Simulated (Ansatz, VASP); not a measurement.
## Zn5Se3S2: VASP beside Ansatz

The input INCAR:

```
SYSTEM = Zn5Se3S2
PREC     = Accurate       ! precision mode
ENCUT    = 520            ! plane-wave cutoff, eV
EDIFF    = 1E-7           ! SCF threshold, eV
ISMEAR   = 0              ! smearing method
SIGMA    = 0.1            ! smearing width, eV
LREAL    = .False.        ! projectors in reciprocal space
LASPH    = .True.         ! aspherical terms in the spheres
NELM     = 100            ! most SCF steps
ALGO     = Normal         ! electronic algorithm
ISIF     = 2              ! what is computed and relaxed
LWAVE    = .False.        ! write WAVECAR
LCHARG   = .False.        ! write CHGCAR
GGA      = PE             ! functional
NBANDS   = 56             ! bands
```

Contents of KPOINTS:

```
Automatic mesh
0
Gamma
  4 4 4
  0 0 0
```

The input POSCAR:

```
Zn5Se3S2
1.0
    0.0000000000     -3.9728438000      0.0000000000
    3.9728438000      0.0000000000      0.0000000000
   -1.9864219000      1.9864219000     14.0318420000
Zn Se S
5 3 2
Direct
    0.5935220000      0.5935220000      0.1870440000
    0.1977890000      0.1977890000      0.3955780000
    0.8022110000      0.8022110000      0.6044220000
    0.4064780000      0.4064780000      0.8129560000
    0.0000000000      0.0000000000      0.0000000000
    0.1456930000      0.6456930000      0.2913860000
    0.7500000000      0.2500000000      0.5000000000
    0.3543070000      0.8543070000      0.7086140000
    0.9532590000      0.4532590000      0.9065180000
    0.5467410000      0.0467410000      0.0934820000
```

Input for Ansatz:

```yaml
crystal:
  lattice:
    - [0.0, -3.9728438, 0.0]
    - [3.9728438, 0.0, 0.0]
    - [-1.9864219, 1.9864219, 14.031842]
  atoms:
    - { symbol: Zn, position: [0.593522, 0.593522, 0.187044] }
    - { symbol: Zn, position: [0.197789, 0.197789, 0.395578] }
    - { symbol: Zn, position: [0.802211, 0.802211, 0.604422] }
    - { symbol: Zn, position: [0.406478, 0.406478, 0.812956] }
    - { symbol: Zn, position: [0.0, 0.0, 0.0] }
    - { symbol: Se, position: [0.145693, 0.645693, 0.291386] }
    - { symbol: Se, position: [0.75, 0.25, 0.5] }
    - { symbol: Se, position: [0.354307, 0.854307, 0.708614] }
    - { symbol: S, position: [0.953259, 0.453259, 0.906518] }
    - { symbol: S, position: [0.546741, 0.046741, 0.093482] }
basis:
  ecutwfc: 420
kpoints:
  mp_grid: { grid: [4, 4, 4] }
hamiltonian:
  xc: pbe
scf:
  occupations: { method: gaussian, width: 0.1 }
  lower_state_search: "off"
output:
  forces: true
  stress: true
  eigenvalues: true
```

Alike in both runs: task single point; functional PBE; k mesh 4 × 4 × 4; occupations gaussian, width 0.1 eV; no spin polarisation.

|  | VASP | Ansatz |
| --- | --- | --- |
| version | VASP 6.6.1 | Ansatz 0.2.0 |
| potentials or method | VASP PAW PBE potentials, release 64 (Zn, Se, S), cutoff 520 eV | scalar-relativistic, plane waves, PAW |
| valence electrons in the cell | 90 | 120 |

|  | VASP | Ansatz | Ansatz less VASP |
| --- | --- | --- | --- |
| gap on the k mesh at the Fermi level (eV) | 1.39 | 1.38 | -0.001 |
| least direct gap on the mesh (eV) | 1.39 | 1.38 | -0.001 |
| pressure (GPa) | 0.3 | 0.1 | -0.19 |
| traceless stress, the component that is largest in VASP (GPa) | -0.24 | -0.24 | +0.002 |

VASP's potentials hold 90 valence electrons a cell and Ansatz's 120, so a difference there can come from the potentials and not from the codes.
